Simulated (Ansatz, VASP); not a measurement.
**Two plane-wave programs on Rb**

Contents of INCAR:

```
SYSTEM = Rb
PREC = Accurate
ENCUT = 520
EDIFF = 1E-6
ISMEAR = -1
SIGMA = 0.1
LREAL = .False.
LASPH = .True.
NELM = 100
ALGO = Normal
ISIF = 2
LWAVE = .False.
LCHARG = .False.
GGA = PS
NBANDS = 10
```

KPOINTS

```
regular mesh
0
Gamma
  8 8 8
  0 0 0
```

POSCAR

```
Rb
1.0
    4.4865396314      0.0000000000      0.0000000000
    0.0000000000      4.4865396314      0.0000000000
    0.0000000000      0.0000000000      4.4865396314
Rb
1
Direct
    0.0000000000      0.0000000000      0.0000000000
```

Input for Ansatz:

```yaml
crystal:
  lattice:
    - [4.4865396314, 0.0, 0.0]
    - [0.0, 4.4865396314, 0.0]
    - [0.0, 0.0, 4.4865396314]
  atoms:
    - { symbol: Rb, position: [0.0, 0.0, 0.0] }
hamiltonian:
  xc: pbesol
  pseudopotentials:
    kind: paw
    azcp:
      Rb: "pseudopotentials/Rb.paw.azcp"
basis:
  ecutwfc: 420
  fft_grid_basis: typed
kpoints:
  mp_grid: { grid: [8, 8, 8], shift: [0, 0, 0] }
magnetization:
  spin_polarized: false
scf:
  occupations: { method: fermi_dirac, width: 0.1 }
  lower_state_search: "off"
output:
  stress: true
```

Alike in both runs: task single point; functional PBEsol; k mesh 8 × 8 × 8; occupations fermi-dirac, width 0.1 eV; no spin polarisation.

|  | VASP | Ansatz |
| --- | --- | --- |
| version | VASP 6.6.1 | Ansatz 0.2.0 |
| potentials or method | VASP PAW PBE potentials, release 64 (Rb_sv), cutoff 520 eV | plane waves (420 eV) with PAW, scalar-relativistic |
| valence electrons in the cell | 9 | 9 |

```csv
,VASP,Ansatz,Ansatz less VASP
pressure (GPa),0.1,0.1,0.00
```

VASP's potentials were made for PBE, not for PBEsol, and Ansatz warns of the same on its side. The functional is the same, so the differences come from potentials, cutoffs and numerics.
